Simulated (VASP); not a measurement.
Set up this calculation in VASP 6.6.1, as the native input.

- Task: single point
- Functional: PBE
- Potentials or basis: VASP PAW PBE potentials, release 64 (Ti_sv, O)
- Cutoff: 520 eV
- k mesh: 8 × 8 × 8
- Occupations: gaussian, width 0.01 eV
- Spin: no spin polarisation
- Dipole correction: no
- Further INCAR settings: ALGO = Normal; EDIFF = 1e-06; NBANDS = 19

The structure of TiO2 lies in POSCAR:

```
TiO2
1.0
    0.0000000000      2.3656684551      2.3656684551
    2.3656684551      0.0000000000      2.3656684551
    2.3656684551      2.3656684551      0.0000000000
Ti O
1 2
Direct
    0.0000000000      0.0000000000      0.0000000000
    0.2500000000      0.2500000000      0.2500000000
    0.7500000000      0.7500000000      0.7500000000
```

This cell differs from its parent crystal: volume changed by -6%.

One way to write it, as run:

INCAR

```
  ALGO = Normal
  EDIFF = 1E-6
  ENCUT = 520
  GGA = PE
  ISIF = 2
  ISMEAR = 0
  LASPH = True
  LCHARG = False
  LREAL = False
  LWAVE = False
  NBANDS = 19
  NELM = 80
  PREC = Accurate
  SIGMA = 0.01
```

KPOINTS

```
k-points
0
Gamma
  8 8 8
```

Potentials or basis: VASP PAW PBE potentials, release 64 (Ti_sv, O).

Launch:

```sh
$ cat potpaw_PBE.64/Ti_sv/POTCAR potpaw_PBE.64/O/POTCAR > POTCAR
$ mpirun -np 1 vasp_std > vasp.out
```

It gave:

```yaml
Pressure: 18.5 GPa
Band_gap_on_the_k_mesh: 1.16 eV, indirect (least direct gap 1.92 eV)
```

Wall time 14 s on 1 thread of Intel(R) Xeon(R) Platinum 8488C (Sapphire Rapids), on a shared host, peak memory 0.16 GiB.
